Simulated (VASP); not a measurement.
Input of a VASP 6.6.1 run:

The input INCAR:

```
PREC = Accurate
ENCUT = 600
EDIFF = 1E-6
ISMEAR = 0
SIGMA = 0.1
LREAL = False
LASPH = True
NELM = 100
ALGO = Normal
ISIF = 3
LWAVE = False
LCHARG = False
GGA = PE
IBRION = 2
NSW = 80
EDIFFG = -0.01
```

File KPOINTS:

```
regular mesh
0
Gamma
  18 18 10
```

The input POSCAR:

```
Mn
1.0
    2.4788850882      0.0000000000      0.0000000000
   -1.2394425441      2.1467774594      0.0000000000
    0.0000000000      0.0000000000      4.0258389932
Mn
2
Direct
    0.3333333333      0.6666666667      0.2500000000
    0.6666666667      0.3333333333      0.7500000000
```

Potentials or basis: VASP PAW PBE potentials, release 64 (Mn_pv).

Run with:

```console
$ cat potpaw_PBE.64/Mn_pv/POTCAR > POTCAR
$ mpirun -np 1 vasp_std > vasp.out
```

**Question.** Predict the space group after relaxing (to 0.1 Å).

**Answer.** P6_3/mmc (No. 194).

**Question.** What does it give for the relaxed cell?

**Answer.** a = 2.481 Å, b = 2.481 Å, c = 4.014 Å, α = 90.00°, β = 90.00°, γ = 120.00°.

Step by step:
```
step  energy change (eV)  largest force (eV/Å)  pressure (GPa)  volume (Å³)
   1              0.0000                0.0000           -0.27        21.42
   2             -0.0002                0.0000            0.28        21.37
   3             -0.0002                0.0000            0.22        21.38
   4             -0.0002                0.0000           -0.47        21.42
   5             -0.0003                0.0000            0.07        21.40
```

Caveat: the run has no spin polarisation, though such a crystal can be magnetic. Spin polarisation is off, so any magnetic state and its effect on volume and gap are missing.
